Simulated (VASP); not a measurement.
A run of VASP 6.6.1:

File INCAR:

```
PREC = Accurate
ENCUT = 520
EDIFF = 1E-6
ISMEAR = 1
SIGMA = 0.1
LREAL = F
LASPH = T
NELM = 80
ALGO = Normal
ISIF = 2
LWAVE = F
LCHARG = F
GGA = CA
NBANDS = 33
```

Contents of KPOINTS:

```
Automatic mesh
0
Gamma
  5 5 8
```

Contents of POSCAR:

```
TaN
1.0
    5.2643762622      0.0000000000      0.0000000000
   -2.6321881311      4.5590835801      0.0000000000
    0.0000000000      0.0000000000      2.9493070245
Ta N
3 3
Direct
    0.3333333333      0.6666666667      0.5000000000
    0.6666666667      0.3333333333      0.5000000000
    0.0000000000      0.0000000000      0.0000000000
    0.3928500000      0.0000000000      0.0000000000
    0.6071500000      0.6071500000      0.0000000000
    0.0000000000      0.3928500000      0.0000000000
```

Potentials or basis: VASP PAW LDA potentials, release 64 (Ta_pv, N).

Run with:

```bash
$ cat potpaw_LDA.64/Ta_pv/POTCAR potpaw_LDA.64/N/POTCAR > POTCAR
$ mpirun -np 1 vasp_std > vasp.out
```

Hardware: 1 thread of Intel Xeon 8259CL, on a shared host.

Estimate the wall time of this run.

It took 71 s on 1 thread of Intel Xeon 8259CL, with other jobs on the host, peak memory 0.19 GiB. Counts: scf iterations 14, k points 25.
